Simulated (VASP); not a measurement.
# Te2Mo (P6_3/mmc) in VASP: a series of runs, part 2 of 2

VASP 6.6.1. Earlier steps stand in the parts before.

## 4. Single point, PBE

This run uses another cell than the first one, of 22.15 Å³/atom.

The input, INCAR:

```
PREC = Accurate
ENCUT = 520
EDIFF = 1E-6
ISMEAR = 0
SIGMA = 0.02
LREAL = F
LASPH = T
NELM = 100
ALGO = Normal
ISIF = 2
LWAVE = F
LCHARG = F
GGA = PE
NBANDS = 35
```

The input, KPOINTS:

```
regular mesh
0
Gamma
  12 12 4
```

The input, POSCAR:

```
Te2Mo
1.0
    3.4155576044      0.0000000000      0.0000000000
   -1.7077788022      2.9579596535      0.0000000000
    0.0000000000      0.0000000000     13.1568857082
Te Mo
4 2
Direct
    0.3333333333      0.6666666667      0.6110831685
    0.6666666667      0.3333333333      0.1110831685
    0.6666666667      0.3333333333      0.3889168315
    0.3333333333      0.6666666667      0.8889168315
    0.3333333333      0.6666666667      0.2500000000
    0.6666666667      0.3333333333      0.7500000000
```

Potentials or basis: VASP PAW PBE potentials, release 64 (Te, Mo_sv).

Started as:

```bash
> cat potpaw_PBE.64/Te/POTCAR potpaw_PBE.64/Mo_sv/POTCAR > POTCAR
> mpirun -np 1 vasp_std > vasp.out
```

OUTCAR:

```text
PREC = Accurate
   ENCUT = 520
   EDIFF = 1E-6
   ISMEAR = 0
   LREAL = F
   LASPH = T
   NELM = 100
   ISIF = 2
   GGA = PE

 ion  position               nearest neighbor table
   1  0.333  0.667  0.611-   6 2.69   6 2.69   6 2.69   3 3.53   3 3.53   3 3.53   4 3.66
   2  0.667  0.333  0.111-   5 2.69   5 2.69   5 2.69   4 3.53   4 3.53   4 3.53   3 3.66
   3  0.667  0.333  0.389-   5 2.69   5 2.69   5 2.69   1 3.53   1 3.53   1 3.53   2 3.66
   4  0.333  0.667  0.889-   6 2.69   6 2.69   6 2.69   2 3.53   2 3.53   2 3.53   1 3.66
   5  0.333  0.667  0.250-   2 2.69   3 2.69   2 2.69   3 2.69   2 2.69   3 2.69
   6  0.667  0.333  0.750-   1 2.69   4 2.69   1 2.69   4 2.69   1 2.69   4 2.69

  LATTYP: Found a hexagonal cell.
 ALAT       =     3.4155576044
 C/A-ratio  =     3.8520462051

  Lattice vectors:

 A1 = (   3.4155576044,   0.0000000000,   0.0000000000)
 A2 = (  -1.7077788022,   2.9579596535,   0.0000000000)
 A3 = (   0.0000000000,   0.0000000000,  13.1568857082)

Analysis of symmetry for initial positions (statically):
=====================================================================
 Subroutine PRICEL returns:
 Original cell was already a primitive cell.

 Routine SETGRP: Setting up the symmetry group for a
 hexagonal supercell.

 Subroutine GETGRP returns: Found 24 space group operations
 (whereof 12 operations were pure point group operations)
 out of a pool of 24 trial point group operations.

The static configuration has the point symmetry D_3d.
 The point group associated with its full space group is D_6h.

Analysis of symmetry for dynamics (positions and initial velocities):
=====================================================================
 Subroutine PRICEL returns:
 Original cell was already a primitive cell.

 Routine SETGRP: Setting up the symmetry group for a
 hexagonal supercell.

 Subroutine GETGRP returns: Found 24 space group operations
 (whereof 12 operations were pure point group operations)
 out of a pool of 24 trial point group operations.

The dynamic configuration has the point symmetry D_3d.
 The point group associated with its full space group is D_6h.

 Subroutine INISYM returns: Found 24 space group operations
 (whereof 12 operations are pure point group operations),
 and found     1 'primitive' translations

----------------------------------------------------------------------------------------

                                     Primitive cell

  volume of cell :     132.9251

  direct lattice vectors                    reciprocal lattice vectors
     3.415557604  0.000000000  0.000000000     0.292777964  0.169035436  0.000000000
    -1.707778802  2.957959654  0.000000000     0.000000000  0.338070872  0.000000000
     0.000000000  0.000000000 13.156885708     0.000000000  0.000000000  0.076005829

  length of vectors
     3.415557604  3.415557604 13.156885708     0.338070872  0.338070872  0.076005829

  position of ions in fractional coordinates (direct lattice)
     0.333333333  0.666666667  0.611083169
     0.666666667  0.333333333  0.111083169
     0.666666667  0.333333333  0.388916831
     0.333333333  0.666666667  0.888916831
     0.333333333  0.666666667  0.250000000
     0.666666667  0.333333333  0.750000000

  ion indices of the primitive-cell ions
   primitive index   ion index
                 1           1
                 2           2
                 3           3
                 4           4
[... 35 lines left out ...]
  0.333333  0.000000  0.000000      6.000000
  0.416667 -0.000000  0.000000      6.000000
[... 16 lines left out ...]
  0.250000  0.000000  0.250000     12.000000
  0.333333  0.000000  0.250000     12.000000
 [... further k-points ...]
   k-points           NKPTS =     57   k-points in BZ     NKDIM =     57   number of bands    NBANDS=     35
   number of dos      NEDOS =    301   number of ions     NIONS =      6
   total plane-waves  NPLWV =  76832
   dimension x,y,z NGX =    28 NGY =   28 NGZ =   98
   dimension x,y,z NGXF=    56 NGYF=   56 NGZF=  196
   ions per type =               4   2
   NGX,Y,Z   is equivalent  to a cutoff of  13.63, 13.63, 12.38 a.u.
   NGXF,Y,Z  is equivalent  to a cutoff of  27.26, 27.26, 24.77 a.u.
 SYSTEM =  unknown system
   PREC   = accura    normal or accurate (medium, high low for compatibility)
   ISTART =      0    job   : 0-new  1-cont  2-samecut
   ICHARG =      2    charge: 1-file 2-atom 10-const
   ISPIN  =      1    spin polarized calculation?
   LNONCOLLINEAR =      F non collinear calculations
   LSORBIT =      F    spin-orbit coupling
   LASPH  =      T    aspherical Exc in radial PAW
   ENCUT  =  520.0 eV  38.22 Ry    6.18 a.u.   6.35  6.35 24.46*2*pi/ulx,y,z
   NELM   =    100;   NELMIN=  2; NELMDL= -5     # of ELM steps
   EDIFF  = 0.1E-05   stopping-criterion for ELM
   LREAL  =      F    real-space projection
   EDIFFG = 0.1E-04   stopping-criterion for IOM
   NSW    =      0    number of steps for IOM
   IBRION =     -1    ionic relax: 0-MD 1-quasi-New 2-CG
   NFREE  =      0    steps in history (QN), initial steepest desc. (CG)
   ISIF   =      2    stress and relaxation
   ISYM   =      2    0-nonsym 1-usesym 2-fastsym
   POTIM  = 0.5000    time-step for ionic-motion
   TEBEG  =    0.0;   TEEND  =   0.0 temperature during run
   PSTRESS=    0.0 pullay stress
   NELECT =      52.0000    total number of electrons
   NUPDOWN=      -1.0000    fix difference up-down
   EMIN   =  10.00;   EMAX   =-10.00  energy-range for DOS
   EFERMI =   0.00;   METHOD = LEGACY
   ISMEAR =     0;   SIGMA  =   0.02  broadening in eV -4-tet -1-fermi 0-gaus
   EFERMI_NEDOS =   21; number of points for ismear=-14 and -15
   IALGO  =     38    algorithm
   IMIX   =      4    mixing-type and parameters
     AMIX     =   0.40;   BMIX     =  1.00
     AMIX_MAG =   1.60;   BMIX_MAG =  1.00
  volume/ion in A,a.u.               =      22.15       149.50
  Fermi-wavevector in a.u.,A,eV,Ry     =   1.197311  2.262590 19.504680  1.433554
  Thomas-Fermi vector in A             =   2.333229
   LORBIT       =      0    0 simple, 1 ext, 2 COOP (PROOUT), +10 PAW based schemes
   GGA     = PE    functional components
   LHFCALC =     F    Hartree Fock is set to
   AEXX    =    0.0000 exact exchange contribution
   IVDW    =     0    specifies the selected vdW correction
   LEPSILON=     F    determine dielectric tensor
   LRPA    =     F    only Hartree local field effects (RPA)
 non-spin polarized calculation
 Gauss-broadening in eV      SIGMA  =   0.02
  energy-cutoff  :      520.00
  volume of cell :      132.93
 maximum number of plane-waves:      3603
 NGX is ok and might be reduce to    28
   NGX = 13   NGY = 13   NGZ = 49

 number of electron      52.0000002 magnetization

 Free energy of the ion-electron system (eV)
  ---------------------------------------------------
  ext. energy  EPLUGINS =         0.00000000
  ---------------------------------------------------
  free energy    TOTEN  =       -35.41945360 eV

  energy without entropy =      -35.41945360  energy(sigma->0) =      -35.41945360

 E-fermi :  10.2915     XC(G=0): -11.1292

 val. band max:       10.1894167825   @ k =   0.0833   0.0000   0.0000
 cond. band min:      10.4112666070   @ k =   0.2500   0.1667   0.0000
 fundamental gap:      0.2218498245
 Fermi energy:        10.2915094131

 k-point     1 :       0.0000    0.0000    0.0000
  band No.  band energies     occupation
      1     -50.9220      2.00000
      2     -50.9219      2.00000
      3     -25.1455      2.00000
      4     -25.1454      2.00000
      5     -24.9460      2.00000
      6     -24.9460      2.00000
[... 901 lines left out ...]
     34      13.8480      0.00000
     35      14.8246      0.00000

 [... further k-points ...]

------------------------ aborting loop because EDIFF is reached ----------------------------------------

  FORCE on cell =-STRESS in cart. coord.  units (eV):
  Direction    XX          YY          ZZ          XY          YZ          ZX
  --------------------------------------------------------------------------------------
  -------------------------------------------------------------------------------------
  Total        8.2565794      8.2565794      8.3817663      0.0000000      0.0000000      0.0000000
  in kB       99.5184912     99.5184912    101.0273985      0.0000000      0.0000000      0.0000000
  external PRESSURE =     100.0214603 kB  Pullay stress =       0.0000000 kB

 VOLUME and BASIS-vectors are now :
 -----------------------------------------------------------------------------
  energy-cutoff  :      520.00
  volume of cell :      132.93
      direct lattice vectors                 reciprocal lattice vectors
     3.415557604  0.000000000  0.000000000     0.292777964  0.169035436  0.000000000
    -1.707778802  2.957959654  0.000000000     0.000000000  0.338070872  0.000000000
     0.000000000  0.000000000 13.156885708     0.000000000  0.000000000  0.076005829

 POSITION                                       TOTAL-FORCE (eV/Angst)
 -----------------------------------------------------------------------------------
     -0.00000      1.97197      8.03995         0.000000      0.000000     -0.020858
      1.70778      0.98599      1.46151         0.000000      0.000000     -0.020858
      1.70778      0.98599      5.11693         0.000000      0.000000      0.020858
     -0.00000      1.97197     11.69538         0.000000      0.000000      0.020858
     -0.00000      1.97197      3.28922        -0.000000     -0.000000      0.000000
      1.70778      0.98599      9.86766         0.000000      0.000000      0.000000
 -----------------------------------------------------------------------------------
    total drift:                                0.000000     -0.000000      0.000000

  FREE ENERGIE OF THE ION-ELECTRON SYSTEM (eV)
  ---------------------------------------------------
  free  energy   TOTEN  =       -35.4194536001 eV

  energy  without entropy=      -35.4194536001  energy(sigma->0) =      -35.41945360
```

Run time: 7.4 min. Hardware: 1 thread of Oxide Virtual Turin-like, shared host; peak memory 0.36 GiB.

Results:

```yaml
Free_energy: -35.4195 eV
Pressure: 10.0 GPa
Largest_force: 0.021 eV/Å
Band_gap_on_the_k_mesh: 0.22 eV (least direct gap 0.64 eV)
```

Forces in eV/Å, atoms in the order of the input:
```
Te   0.000  0.000 -0.021
Te   0.000  0.000 -0.021
Te   0.000  0.000  0.021
Te   0.000  0.000  0.021
Mo   0.000  0.000  0.000
Mo   0.000  0.000  0.000
```

Stress tensor (GPa, compression positive):
```
 9.95  0.00  0.00
 0.00  9.95  0.00
 0.00  0.00 10.10
```

Levels at points of the mesh, in eV from the valence-band top:
```tsv
k point	band 22	band 23	band 24	band 25	band 26	band 27	band 28	band 29	band 30	band 31
(0.00, 0.00, 0.00)	-1.33	-1.25	-1.25	-0.19	-0.08	2.70	2.70	2.85	2.85	3.01
(0.50, 0.00, 0.00)	-2.34	-1.57	-1.48	-1.03	-0.33	1.11	1.12	1.20	1.73	2.26
(0.00, 0.00, 0.50)	-1.29	-1.29	-1.29	-0.15	-0.15	2.74	2.74	2.74	2.74	3.26
(0.50, 0.00, 0.50)	-2.58	-1.47	-1.47	-0.69	-0.69	1.14	1.14	1.45	1.45	2.85
```

Caveat: the cell stands under pressure; spin-orbit coupling is left out, which moves the levels of the heavy elements; this functional lacks dispersion, which binds layers or chains, so the pressure and a relaxed spacing across them are unreliable. A k mesh can miss the band edges.

## 5. Relaxation of cell and atoms, PBE, target pressure 40 GPa, at which the enthalpy is minimised

This run uses another cell than the first one, of 18.70 Å³/atom.

The input, INCAR:

```
SYSTEM = Te2Mo
ALGO = Fast
EDIFF = 1E-6
EDIFFG = -0.008
ENCUT = 600
GGA = PE
IBRION = 2
ISIF = 3
ISMEAR = 0
LASPH = .TRUE.
LCHARG = .FALSE.
LREAL = .FALSE.
LWAVE = .FALSE.
NELM = 100
NSW = 70
PREC = Accurate
PSTRESS = 400.0
SIGMA = 0.1
```

The input, KPOINTS:

```
k-points
0
G
  12 12 4
  0 0 0
```

The input, POSCAR:

```
Te2Mo
1.0
    3.2340106380      0.0000000000      0.0000000000
   -1.6170053190      2.8007353686      0.0000000000
    0.0000000000      0.0000000000     12.3871305695
Te Mo
4 2
Direct
    0.3333333333      0.6666666667      0.6056635155
    0.6666666667      0.3333333333      0.1056635155
    0.6666666667      0.3333333333      0.3943364845
    0.3333333333      0.6666666667      0.8943364845
    0.3333333333      0.6666666667      0.2500000000
    0.6666666667      0.3333333333      0.7500000000
```

Started as:

```bash
> cat potpaw_PBE.64/Te/POTCAR potpaw_PBE.64/Mo_sv/POTCAR > POTCAR
> mpirun -np 1 vasp_std > vasp.out
```

Run time: 33 min. Hardware: 1 thread of Oxide Virtual Turin-like, shared host; peak memory 0.39 GiB.

The run converged. Its results:

```yaml
Free_energy: -32.0633 eV
Relaxed_volume: 18.13 Å³/atom
Relaxed_cell: a = 3.186 Å, b = 3.186 Å, c = 12.372 Å, α = 90.00°, β = 90.00°, γ = 120.00°
Space_group_after_relaxing_to_0.1_Å: P6_3/mmc (No. 194)
Energy_change_on_relaxing_the_run_minimises_the_enthalpy: +111.4 meV/atom
Ionic_steps: 8
Pressure_after_relaxing: 40.0 GPa
Band_gap_on_the_k_mesh: zero (bands 26 and 27 overlap by 1.01 eV)
```

The path:
```csv
step,energy change (eV),largest force (eV/Å),pressure (GPa),volume (Å³)
1,0.0000,1.2178,37.63,112.20
2,0.9321,0.1209,42.23,107.74
3,0.8124,0.2430,41.68,108.21
4,0.2399,0.4915,34.64,110.65
5,0.6439,0.0359,39.69,108.86
6,0.6755,0.0085,40.01,108.72
7,0.6761,0.0095,40.02,108.72
8,0.6686,0.0004,40.01,108.75
```

Final structure:
```yaml
crystal:
  lattice:
    - [3.18585, 0.00000, 0.00000]
    - [-1.59293, 2.75903, 0.00000]
    - [0.00000, 0.00000, 12.37246]
  atoms:
    - { symbol: Te, position: [0.33333, 0.66667, 0.60075] }
    - { symbol: Te, position: [0.66667, 0.33333, 0.10075] }
    - { symbol: Te, position: [0.66667, 0.33333, 0.39925] }
    - { symbol: Te, position: [0.33333, 0.66667, 0.89925] }
    - { symbol: Mo, position: [0.33333, 0.66667, 0.25000] }
    - { symbol: Mo, position: [0.66667, 0.33333, 0.75000] }
```

Levels at points of the mesh, in eV from the Fermi level:
| k point | band 24 | band 25 | band 26 | band 27 | band 28 | band 29 |
| --- | --- | --- | --- | --- | --- | --- |
| (0.00, 0.00, 0.00) | -1.13 | -0.08 | 0.48 | 3.07 | 3.07 | 3.12 |
| (0.50, 0.00, 0.00) | -2.06 | -1.39 | 0.25 | 1.12 | 1.60 | 1.70 |
| (0.00, 0.00, 0.50) | -1.20 | 0.14 | 0.14 | 3.08 | 3.08 | 3.08 |
| (0.50, 0.00, 0.50) | -1.97 | -0.65 | -0.65 | 1.58 | 1.58 | 1.61 |

Caveat: the cell is relaxed towards a set pressure, so the run minimises the enthalpy, not the energy; spin-orbit coupling is left out, which moves the levels of the heavy elements.

## 6. Summary

```csv
task,cell,k mesh,cutoff (eV),smearing,gap on the mesh (eV),pressure (GPa),largest force (eV/Å)
single point,"a = 3.557, b = 3.557, c = 15.332 Å, angles 90.0, 90.0, 120.0°, 6 atoms, atomic positions A",12 × 12 × 2,520,gaussian 0.02 eV,1.02,0.0,0.01
single point,"a = 3.557, b = 3.557, c = 15.638 Å, angles 90.0, 90.0, 120.0°, 6 atoms, atomic positions B",12 × 12 × 2,520,gaussian 0.02 eV,1.04,0.0,0.01
single point,"a = 3.416, b = 3.416, c = 13.157 Å, angles 90.0, 90.0, 120.0°, 6 atoms, atomic positions C",12 × 12 × 4,520,gaussian 0.02 eV,0.22,10.0,0.02
relaxation of cell and atoms,"relaxed to 40 GPa from a = 3.234, b = 3.234, c = 12.387 Å, angles 90.0, 90.0, 120.0°, 6 atoms, atomic positions D",12 × 12 × 4,600,gaussian 0.1 eV,none,40.0,-
```

Alike in all rows: level PBE; potentials or basis VASP PAW PBE potentials, release 64 (Te, Mo_sv); no spin polarisation.

Caveats: spin-orbit coupling is left out, which moves the levels of the heavy elements; this functional lacks dispersion, which binds layers or chains, so the pressure and a relaxed spacing across them are unreliable (at least some runs); the cell stands under pressure (at least some runs); the cell is relaxed towards a set pressure, so the run minimises the enthalpy, not the energy (at least some runs).

Absolute energies hang on the potentials; compare differences alone.

The gap in the log of VASP goes by the Fermi energy; the results here count the filled bands.